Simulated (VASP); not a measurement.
Write the native input for VASP 6.6.1 that does the following.

| Item | Value |
| --- | --- |
| Task | single point |
| Functional | LDA |
| Potentials or basis | VASP PAW LDA potentials, release 64 (C) |
| Cutoff | 520 eV |
| k mesh | 24 × 24 × 6 |
| Occupations | fermi-dirac, width 0.1 eV |
| Spin | no spin polarisation |
| Dipole correction | no |
| Further INCAR settings | ALGO = Normal; EDIFF = 1e-06; NBANDS = 11 |

The structure of C lies in POSCAR:

```
C
1.0
    1.6246439102      0.0000000000      0.0000000000
   -0.8123219551      1.4069828984      0.0000000000
    0.0000000000      0.0000000000      5.7998458596
C
2
Direct
    0.3333333333      0.6666666667      0.2500000000
    0.6666666667      0.3333333333      0.7500000000
```

This cell differs from its parent crystal: volume scaled by 0.88.

The input as run:

INCAR

```
SYSTEM = C
PREC = Accurate
ENCUT = 520
EDIFF = 1E-6
ISMEAR = -1
SIGMA = 0.1
LREAL = .FALSE.
LASPH = .TRUE.
NELM = 100
ALGO = Normal
ISIF = 2
LWAVE = .FALSE.
LCHARG = .TRUE.
LELF = .TRUE.
LVHAR = .TRUE.
NBANDS = 11
```

KPOINTS

```
Automatic mesh
0
G
  24 24 6
  0 0 0
```

Potentials or basis: VASP PAW LDA potentials, release 64 (C).

Command:

```sh
$ cat potpaw_LDA.64/C/POTCAR > POTCAR
$ mpirun -np 1 vasp_std > vasp.out
```

Results of the run:

- Pressure: 33.1 GPa
- Band gap on the k mesh: zero (band 4 reaches 10.46 eV, above the bottom of band 5 at 8.33 eV)

Wall time 10 s on 1 thread of Intel(R) Xeon(R) 6975P-C (Granite Rapids) (shared host), peak memory 0.13 GiB.
